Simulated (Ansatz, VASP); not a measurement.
Two plane-wave programs on HfN

```
Hf N
1.0
     0.00000    2.25335    2.25900
     2.26465    0.00000    2.25900
     2.26465    2.25335    0.00000
Hf N
1 1
Direct
  0.00000 0.00000 0.00000
  0.50000 0.50000 0.50000
```

Change from the starting cell: strain +0.0025 x Voigt [1, -1, 0, 0, 0, 0], atoms carried along.

Alike in both runs: task single point; functional PBE; k mesh 18 × 18 × 18; occupations gaussian, width 0.1 eV; no spin polarisation.

```csv
,VASP,Ansatz
version,VASP 6.6.1,Ansatz 0.2.0
potentials or method,"VASP PAW PBE potentials, release 64 (Hf_pv, N), cutoff 520 eV","scalar-relativistic, plane waves, PAW"
valence electrons in the cell,15,31
```

Ansatz gave:

```
gap on the k mesh at the Fermi level (eV)                     : none
pressure (GPa)                                                : 5.4
traceless stress, the component that is largest in VASP (GPa) : 1.23
```

Problem. Which values does VASP return?

Solution. gap on the k mesh at the Fermi level (eV): none; pressure (GPa): 3.0; traceless stress, the component that is largest in VASP (GPa): 1.21.

A gap of «none» marks a metal or a gap that the smearing closes. With one functional, cell and mesh, what is left measures potentials, basis and numerics. VASP's potentials hold 15 valence electrons a cell and Ansatz's 31, so a difference there can come from the potentials and not from the codes.

Neither program's run includes spin-orbit coupling.
